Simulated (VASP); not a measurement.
# GaN in VASP: further runs, part 2 of 2

VASP 6.6.1. Earlier steps stand in the parts before.

## (3) Single point, r2SCAN (strain along [111] +1.5%)

Contents of POSCAR:

```
GaN
1.0
    0.0224895254      2.2714420669      2.2714420669
    2.2714420669      0.0224895254      2.2714420669
    2.2714420669      2.2714420669      0.0224895254
Ga N
1 1
Direct
    0.0006617308      0.0006617308      0.0006617308
    0.2493382692      0.2493382692      0.2493382692
```

Contents of INCAR.step1:

```
SYSTEM = GaN
ALGO = Normal
EDIFF = 1E-4
ENCUT = 520
GGA = PE
ISMEAR = 0
LASPH = .True.
LCHARG = .False.
LREAL = .False.
LWAVE = .True.
NBANDS = 16
NELM = 80
PREC = Accurate
SIGMA = 0.01
```

Contents of INCAR.step2:

```
SYSTEM = GaN
ALGO = Normal
EDIFF = 1E-6
ENCUT = 520
ISIF = 2
ISMEAR = 0
ISTART = 1
LASPH = .True.
LCHARG = .False.
LMIXTAU = .True.
LREAL = .False.
LWAVE = .False.
METAGGA = R2SCAN
NBANDS = 16
NELM = 80
PREC = Accurate
SIGMA = 0.01
```

Contents of KPOINTS:

```
k-points
0
Gamma
  10 10 10
  0 0 0
```

Potentials or basis: VASP PAW PBE potentials, release 64 (Ga_d, N).

On the command line:

```sh
$ cat potpaw_PBE.64/Ga_d/POTCAR potpaw_PBE.64/N/POTCAR > POTCAR
$ cp INCAR.step1 INCAR
$ mpirun -np 1 vasp_std > vasp.out
$ cp INCAR.step2 INCAR
$ mpirun -np 1 vasp_std > vasp.out
```

OUTCAR:

```text
SYSTEM = GaN
   EDIFF = 1E-6
   ENCUT = 520
   ISIF = 2
   ISMEAR = 0
   ISTART = 1
   LASPH = .True.
   LREAL = .False.
   METAGGA = R2SCAN
   NELM = 80
   PREC = Accurate

 ion  position               nearest neighbor table
   1  0.001  0.001  0.001-   2 1.95   2 1.95   2 1.95   2 1.97
   2  0.249  0.249  0.249-   1 1.95   1 1.95   1 1.95   1 1.97

  LATTYP: Found a trigonal (rhomboedric) cell.
 ALAT       =     3.2123829014
 COS(alpha) =     0.5098759986

  Lattice vectors:

 A1 = (   0.0224895254,   2.2714420669,   2.2714420669)
 A2 = (   2.2714420669,   0.0224895254,   2.2714420669)
 A3 = (   2.2714420669,   2.2714420669,   0.0224895254)

Analysis of symmetry for initial positions (statically):
=====================================================================
 Subroutine PRICEL returns:
 Original cell was already a primitive cell.

 Routine SETGRP: Setting up the symmetry group for a
 trigonal (rhombohedral) supercell.

 Subroutine GETGRP returns: Found  6 space group operations
 (whereof  6 operations were pure point group operations)
 out of a pool of 12 trial point group operations.

The static configuration has the point symmetry C_3v.

Analysis of symmetry for dynamics (positions and initial velocities):
=====================================================================
 Subroutine PRICEL returns:
 Original cell was already a primitive cell.

 Routine SETGRP: Setting up the symmetry group for a
 trigonal (rhombohedral) supercell.

 Subroutine GETGRP returns: Found  6 space group operations
 (whereof  6 operations were pure point group operations)
 out of a pool of 12 trial point group operations.

The dynamic configuration has the point symmetry C_3v.

 Subroutine INISYM returns: Found  6 space group operations
 (whereof  6 operations are pure point group operations),
 and found     1 'primitive' translations

[... 107 lines left out ...]
   EMIN   =  10.00;   EMAX   =-10.00  energy-range for DOS
   EFERMI =   0.00;   METHOD = LEGACY
   ISMEAR =     0;   SIGMA  =   0.01  broadening in eV -4-tet -1-fermi 0-gaus
   EFERMI_NEDOS =   21; number of points for ismear=-14 and -15
   IALGO  =     38    algorithm
   IMIX   =      4    mixing-type and parameters
     AMIX     =   0.40;   BMIX     =  1.00
     AMIX_MAG =   1.60;   BMIX_MAG =  1.00
  volume/ion in A,a.u.               =      11.55        77.91
  Fermi-wavevector in a.u.,A,eV,Ry     =   1.506677  2.847206 30.886235  2.270074
  Thomas-Fermi vector in A             =   2.617363
   LORBIT       =      0    0 simple, 1 ext, 2 COOP (PROOUT), +10 PAW based schemes
   METAGGA = R2SCAN    functional components
   LHFCALC =     F    Hartree Fock is set to
   AEXX    =    0.0000 exact exchange contribution
   IVDW    =     0    specifies the selected vdW correction
   LEPSILON=     F    determine dielectric tensor
   LRPA    =     F    only Hartree local field effects (RPA)
 non-spin polarized calculation
 Gauss-broadening in eV      SIGMA  =   0.01
  energy-cutoff  :      520.00
  volume of cell :       23.09
 maximum number of plane-waves:       632
   NGX = 11   NGY = 11   NGZ = 11

 number of electron      17.9999999 magnetization

 Free energy of the ion-electron system (eV)
  ---------------------------------------------------
  ext. energy  EPLUGINS =         0.00000000
  ---------------------------------------------------
  free energy    TOTEN  =       -21.89240141 eV

  energy without entropy =      -21.89240141  energy(sigma->0) =      -21.89240141

 E-fermi :   5.0975     XC(G=0): -12.5823

 val. band max:        4.9528515729   @ k =   0.0000   0.0000   0.0000
 cond. band min:       6.9746866648   @ k =   0.0000   0.0000   0.0000
 fundamental gap:      2.0218350919
 Fermi energy:         5.0975155611

 k-point     1 :       0.0000    0.0000    0.0000
  band No.  band energies     occupation
      1     -11.7337      2.00000
      2      -8.9062      2.00000
      3      -8.9031      2.00000
      4      -8.9030      2.00000
      5      -8.5630      2.00000
      6      -8.5630      2.00000
[... 433 lines left out ...]
      3      -8.6745      2.00000
      4      -8.6727      2.00000
      5      -8.5029      2.00000
      6      -7.7289      2.00000
[... 8 lines left out ...]
     15      28.0368      0.00000
     16      28.1871      0.00000

 [... further k-points ...]
[... 5 lines left out ...]
  --------------------------------------------------------------------------------------
  -------------------------------------------------------------------------------------
  Total       -0.2371241     -0.2371241     -0.2371241     -0.2327720     -0.2327720     -0.2327720
  in kB      -16.4531590    -16.4531590    -16.4531590    -16.1511887    -16.1511887    -16.1511887
  external PRESSURE =     -16.4531590 kB  Pullay stress =       0.0000000 kB

 VOLUME and BASIS-vectors are now :
 -----------------------------------------------------------------------------
  energy-cutoff  :      520.00
  volume of cell :       23.09
      direct lattice vectors                 reciprocal lattice vectors
     0.022489525  2.271442067  2.271442067    -0.223420924  0.221230522  0.221230522
     2.271442067  0.022489525  2.271442067     0.221230522 -0.223420924  0.221230522
     2.271442067  2.271442067  0.022489525     0.221230522  0.221230522 -0.223420924

 POSITION                                       TOTAL-FORCE (eV/Angst)
 -----------------------------------------------------------------------------------
      0.00302      0.00302      0.00302         0.000135      0.000135      0.000135
      1.13832      1.13832      1.13832        -0.000135     -0.000135     -0.000135
 -----------------------------------------------------------------------------------
    total drift:                               -0.005931     -0.005931     -0.005931

  FREE ENERGIE OF THE ION-ELECTRON SYSTEM (eV)
  ---------------------------------------------------
  free  energy   TOTEN  =       -21.8924014109 eV

  energy  without entropy=      -21.8924014109  energy(sigma->0) =      -21.89240141
```

OUTCAR.step1:

```text
SYSTEM = GaN
   EDIFF = 1E-4
   ENCUT = 520
   GGA = PE
   ISMEAR = 0
   LASPH = .True.
   LREAL = .False.
[... 677 lines left out ...]
      0.00302      0.00302      0.00302         0.005891      0.005891      0.005891
      1.13832      1.13832      1.13832        -0.005891     -0.005891     -0.005891
 -----------------------------------------------------------------------------------
    total drift:                                0.000344      0.000344      0.000344

  FREE ENERGIE OF THE ION-ELECTRON SYSTEM (eV)
  ---------------------------------------------------
  free  energy   TOTEN  =       -12.1454535474 eV

  energy  without entropy=      -12.1454535474  energy(sigma->0) =      -12.14545355
```

OSZICAR.step1:

```text
N       E                     dE             d eps       ncg     rms          rms(c)
DAV:   1     0.805990341299E+02    0.80599E+02   -0.94169E+03  4176   0.200E+03
DAV:   2    -0.832522382396E+01   -0.88924E+02   -0.82862E+02  4288   0.329E+02
DAV:   3    -0.140651890295E+02   -0.57400E+01   -0.57179E+01  4288   0.701E+01
DAV:   4    -0.141315748964E+02   -0.66386E-01   -0.66377E-01  4640   0.802E+00
DAV:   5    -0.141324395102E+02   -0.86461E-03   -0.86461E-03  4440   0.830E-01    0.769E+00
DAV:   6    -0.121455253661E+02    0.19869E+01   -0.49192E+00  5608   0.394E+01    0.268E+00
DAV:   7    -0.121531679796E+02   -0.76426E-02   -0.31583E-01  4088   0.661E+00    0.177E+00
DAV:   8    -0.121494977016E+02    0.36703E-02   -0.59835E-02  4168   0.324E+00    0.808E-01
DAV:   9    -0.121451679121E+02    0.43298E-02   -0.14287E-02  5616   0.268E+00    0.208E-01
DAV:  10    -0.121455485601E+02   -0.38065E-03   -0.14922E-03  4240   0.520E-01    0.105E-01
DAV:  11    -0.121454468442E+02    0.10172E-03   -0.25676E-04  3656   0.258E-01    0.811E-03
DAV:  12    -0.121454535474E+02   -0.67032E-05   -0.47513E-05  2024   0.813E-02
   1 F= -.12145454E+02 E0= -.12145454E+02  d E =-.518822-116
```

Wall time 1.8 min (1 thread of Intel Xeon Platinum 8259CL at 2.50GHz (Skylake/Cascade Lake), shared host); peak memory 0.17 GiB.

Results:

- Free energy: -21.8924 eV
- Pressure: -1.6 GPa
- Band gap on the k mesh: 2.02 eV, direct

Levels at points of the mesh, in eV from the valence-band top:
```
           k point  band 5  band 6  band 7  band 8  band 9  band 10  band 11  band 12  band 13  band 14
(0.00, 0.00, 0.00)  -13.52  -13.52   -0.10    0.00    0.00     2.02    10.70    11.03    11.03    18.38
(0.50, 0.00, 0.00)  -13.47  -12.37   -7.11   -1.07   -1.01     5.02     9.37    10.84    10.91    16.36
(0.50, 0.50, 0.00)  -13.44  -12.01   -6.21   -2.85   -2.71     3.72     7.16    12.47    14.78    14.85
(0.50, 0.50, 0.50)  -13.47  -12.44   -7.19   -0.95   -0.95     5.21     9.30    11.08    11.08    16.48
```

Caveat: the cell differs from its parent crystal (strain along [111] +1.5%); the PAW data sets were made with another functional, which shifts forces and pressure a little.

## (4) Single point, r2SCAN (shear xy strain -1.6%)

Contents of POSCAR:

```
GaN
1.0
   -0.0184414108      2.2489525415      2.2489525415
    2.2489525415     -0.0184414108      2.2489525415
    2.2305111307      2.2305111307      0.0000000000
Ga N
1 1
Direct
   -0.0011877914     -0.0011877914      0.0011877914
    0.2511877914      0.2511877914      0.2488122086
```

Contents of INCAR.step1:

```
PREC = Accurate
ENCUT = 520
ISMEAR = 0
SIGMA = 0.01
LREAL = False
LASPH = True
NELM = 100
NBANDS = 16
GGA = PE
ALGO = Normal
EDIFF = 1E-4
LWAVE = True
LCHARG = False
```

Contents of INCAR.step2:

```
PREC = Accurate
ENCUT = 520
EDIFF = 1E-7
ISMEAR = 0
SIGMA = 0.01
LREAL = False
LASPH = True
NELM = 100
ALGO = Normal
ISIF = 2
LWAVE = False
LCHARG = False
METAGGA = R2SCAN
LMIXTAU = True
NBANDS = 16
ISTART = 1
```

Contents of KPOINTS:

```
Automatic mesh
0
Gamma
  10 10 10
```

Potentials or basis: VASP PAW PBE potentials, release 64 (Ga_d, N).

On the command line:

```sh
$ cat potpaw_PBE.64/Ga_d/POTCAR potpaw_PBE.64/N/POTCAR > POTCAR
$ cp INCAR.step1 INCAR
$ mpirun -np 1 vasp_std > vasp.out
$ cp INCAR.step2 INCAR
$ mpirun -np 1 vasp_std > vasp.out
```

OUTCAR:

```text
PREC = Accurate
   ENCUT = 520
   EDIFF = 1E-7
   ISMEAR = 0
   LREAL = False
   LASPH = True
   NELM = 100
   ISIF = 2
   METAGGA = R2SCAN
   ISTART = 1

 ion  position               nearest neighbor table
   1  0.999  0.999  0.001-   2 1.94   2 1.94   2 1.95   2 1.95
   2  0.251  0.251  0.249-   1 1.94   1 1.94   1 1.95   1 1.95

  LATTYP: Found a body centered orthorhombic cell.
 ALAT       =     3.1544190921
 B/A-ratio  =     1.0165355918
 C/A-ratio  =     1.4259059915

  Lattice vectors:

 A1 = (   0.0184414108,  -2.2489525415,  -2.2489525415)
 A2 = (  -0.0184414108,   2.2489525415,  -2.2489525415)
 A3 = (   2.2489525415,  -0.0184414108,   2.2489525415)

Analysis of symmetry for initial positions (statically):
=====================================================================
 Subroutine PRICEL returns:
 Original cell was already a primitive cell.

 Routine SETGRP: Setting up the symmetry group for a
 body centered orthorhombic supercell.

 Subroutine GETGRP returns: Found  4 space group operations
 (whereof  4 operations were pure point group operations)
 out of a pool of  8 trial point group operations.
[... 162 lines left out ...]

 E-fermi :   5.2534     XC(G=0): -12.6710

 val. band max:        5.1384143178   @ k =   0.0000   0.0000   0.0000
 cond. band min:       7.2379442810   @ k =   0.0000   0.0000   0.0000
 fundamental gap:      2.0995299632
 Fermi energy:         5.2533580697

 k-point     1 :       0.0000    0.0000    0.0000
  band No.  band energies     occupation
      1     -11.6999      2.00000
      2      -8.7546      2.00000
      3      -8.7529      2.00000
      4      -8.7503      2.00000
      5      -8.3954      2.00000
      6      -8.3953      2.00000
[... 433 lines left out ...]
      3      -8.5168      2.00000
      4      -8.5060      2.00000
      5      -8.3325      2.00000
      6      -7.5792      2.00000
[... 8 lines left out ...]
     15      28.5098      0.00000
     16      28.5305      0.00000

 [... further k-points ...]

------------------------ aborting loop because EDIFF is reached ----------------------------------------

  FORCE on cell =-STRESS in cart. coord.  units (eV):
  Direction    XX          YY          ZZ          XY          YZ          ZX
  --------------------------------------------------------------------------------------
  -------------------------------------------------------------------------------------
  Total        0.1570362      0.1570362      0.1541579      0.3764380      0.0000000      0.0000000
  in kB       11.0603427     11.0603427     10.8576228     26.5132140      0.0000000      0.0000000
  external PRESSURE =      10.9927694 kB  Pullay stress =       0.0000000 kB

 VOLUME and BASIS-vectors are now :
 -----------------------------------------------------------------------------
  energy-cutoff  :      520.00
  volume of cell :       22.75
      direct lattice vectors                 reciprocal lattice vectors
    -0.018441411  2.248952542  2.248952542    -0.220517480  0.220517480  0.222325723
     2.248952542 -0.018441411  2.248952542     0.220517480 -0.220517480  0.222325723
     2.230511131  2.230511131  0.000000000     0.224163867  0.224163867 -0.222325723

 POSITION                                       TOTAL-FORCE (eV/Angst)
 -----------------------------------------------------------------------------------
      2.23051      2.23051      4.49256         0.000000      0.000000     -0.005655
      1.11526      1.11526      1.12982        -0.000000     -0.000000      0.005655
 -----------------------------------------------------------------------------------
    total drift:                                0.000013      0.000013      0.001651

  FREE ENERGIE OF THE ION-ELECTRON SYSTEM (eV)
  ---------------------------------------------------
  free  energy   TOTEN  =       -21.8933087400 eV

  energy  without entropy=      -21.8933087400  energy(sigma->0) =      -21.89330874
```

Run time: 3.2 min. Hardware: 1 thread of Intel Xeon Platinum 8259CL at 2.50GHz (Skylake/Cascade Lake), shared host; peak memory 0.19 GiB.

What came out:

* Free energy: -21.8933 eV
* Pressure: 1.1 GPa
* Largest force: 0.006 eV/Å
* Band gap on the k mesh: 2.10 eV, direct

Forces on the atoms (eV/Å):
```
Ga   0.000  0.000 -0.006
N    0.000  0.000  0.006
```

Stress tensor (GPa, compression positive):
```
1.11 2.65 0.00
2.65 1.11 0.00
0.00 0.00 1.09
```

Caveat: the cell differs from its parent crystal (shear xy strain -1.6%); the PAW data sets were made with another functional, which shifts forces and pressure a little.

## (5) Summary

```csv
level,cell,smearing,gap on the mesh (eV),pressure (GPa),largest force (eV/Å)
PBE,"a = 3.181, b = 3.181, c = 3.154 Å, angles 60.3, 60.3, 60.5°, 2 atoms",fermi-dirac 0.02 eV,1.70,6.3,0.01
r2SCAN,"a = 3.212 Å, angles 59.3°, 2 atoms",gaussian 0.01 eV,2.02,-1.6,-
r2SCAN,"a = 3.181, b = 3.181, c = 3.154 Å, angles 60.3, 60.3, 60.5°, 2 atoms",gaussian 0.01 eV,2.10,1.1,0.01
```

Alike in all rows: task single point; potentials or basis VASP PAW PBE potentials, release 64 (Ga_d, N); no spin polarisation; k mesh 10 × 10 × 10; cutoff (eV) 520.

Caveats: the PAW data sets were made with another functional, which shifts forces and pressure a little (some runs).

Total energies depend on the potentials used, so only differences within one code and one set of settings carry meaning.
